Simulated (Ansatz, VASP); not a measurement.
## Au: VASP beside Ansatz

INCAR

```
PREC = Accurate
ENCUT = 500
EDIFF = 1E-6
ISMEAR = 0
SIGMA = 0.1
LREAL = F
LASPH = T
NELM = 120
ALGO = Normal
ISIF = 2
LWAVE = F
LCHARG = F
GGA = PS
NBANDS = 30
GGA_COMPAT = F
```

File KPOINTS:

```
regular mesh
0
Gamma
  6 6 4
```

Contents of POSCAR:

```
Au
1.0
    3.7246608178      0.0000000000      0.0000000000
   -1.8623304089      3.2256508887      0.0000000000
    0.0000000000      0.0000000000      6.1456903494
Au
4
Direct
    0.3333333333      0.6666666667      0.4375000000
    0.6666666667      0.3333333333      0.9375000000
    0.6666666667      0.3333333333      0.5625000000
    0.3333333333      0.6666666667      0.0625000000
```

Input for Ansatz:

```yaml
crystal:
  lattice:
    - [3.7246608178, 0.0, 0.0]
    - [-1.8623304089, 3.2256508887, 0.0]
    - [0.0, 0.0, 6.1456903494]
  atoms:
    - { symbol: Au, position: [0.3333333333, 0.6666666667, 0.4375] }
    - { symbol: Au, position: [0.6666666667, 0.3333333333, 0.9375] }
    - { symbol: Au, position: [0.6666666667, 0.3333333333, 0.5625] }
    - { symbol: Au, position: [0.3333333333, 0.6666666667, 0.0625] }
basis:
  ecutwfc: 420
kpoints:
  mp_grid: { grid: [6, 6, 4] }
hamiltonian:
  xc: pbesol
scf:
  occupations: { method: gaussian, width: 0.1 }
  lower_state_search: "off"
output:
  forces: true
  stress: true
  eigenvalues: true
```

Alike in both runs: task single point; functional PBEsol; k mesh 6 × 6 × 4; occupations gaussian, width 0.1 eV; no spin polarisation.

```csv
,VASP,Ansatz
version,VASP 6.6.1,Ansatz 0.2.0
potentials or method,"VASP PAW PBE potentials, release 64 (Au), cutoff 500 eV","scalar-relativistic, plane waves, PAW"
valence electrons in the cell,44,76
```

|  | VASP | Ansatz | Ansatz less VASP |
| --- | --- | --- | --- |
| gap on the k mesh at the Fermi level (eV) | none | none | - |
| rms of the force components (eV/Å) | 0.620 | 0.628 | +0.0082 |

VASP's potentials were made for PBE, not for PBEsol. Atom by atom the forces differ by 0.008 eV/Å (rms over components). A gap of «none» marks a metal or a gap that the smearing closes. The functional is the same, so the differences come from potentials, cutoffs and numerics. VASP's potentials hold 44 valence electrons a cell and Ansatz's 76, so a difference there can come from the potentials and not from the codes.

Spin-orbit coupling is off throughout.
